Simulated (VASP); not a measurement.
A run of VASP 6.6.1:

Contents of POSCAR:

```
YbB2
1.0
    3.1309379656      0.0000000000      0.0000000000
   -1.5654689828      2.7114718159      0.0000000000
    0.0000000000      0.0000000000      3.7119391284
Yb B
1 2
Direct
    0.0000000000      0.0000000000      0.0000000000
    0.3333333333      0.6666666667      0.5000000000
    0.6666666667      0.3333333333      0.5000000000
```

File INCAR.step1:

```
SYSTEM = YbB2
  ALGO = Normal
  EDIFF = 1E-4
  ENCUT = 600
  GGA = PE
  ISMEAR = 0
  LASPH = .True.
  LCHARG = .False.
  LREAL = .False.
  LWAVE = .True.
  NELM = 100
  PREC = Accurate
  SIGMA = 0.1
```

INCAR.step2

```
SYSTEM = YbB2
  ALGO = Normal
  EDIFF = 1E-7
  EDIFFG = -0.01
  ENCUT = 600
  IBRION = 2
  ISIF = 4
  ISMEAR = 0
  ISTART = 1
  LASPH = .True.
  LCHARG = .False.
  LMIXTAU = .True.
  LREAL = .False.
  LWAVE = .False.
  METAGGA = R2SCAN
  NELM = 100
  NSW = 50
  PREC = Accurate
  SIGMA = 0.1
```

KPOINTS

```
k-points
0
Gamma
  15 15 12
  0 0 0
```

Potentials or basis: VASP PAW PBE potentials, release 64 (Yb, B).

The run is started by

```sh
$ cat potpaw_PBE.64/Yb/POTCAR potpaw_PBE.64/B/POTCAR > POTCAR
$ cp INCAR.step1 INCAR
$ mpirun -np 1 vasp_std > vasp.out
$ cp INCAR.step2 INCAR
$ mpirun -np 1 vasp_std > vasp.out
```

Hardware: 1 thread of Intel(R) Xeon(R) Platinum 8488C (Sapphire Rapids) (shared host).

Q: How long does it take, and how much memory?

A: It took 26 min on 1 thread of Intel(R) Xeon(R) Platinum 8488C (Sapphire Rapids) (shared host), peak memory 0.31 GiB. Counts: k points 189, ion steps 2.
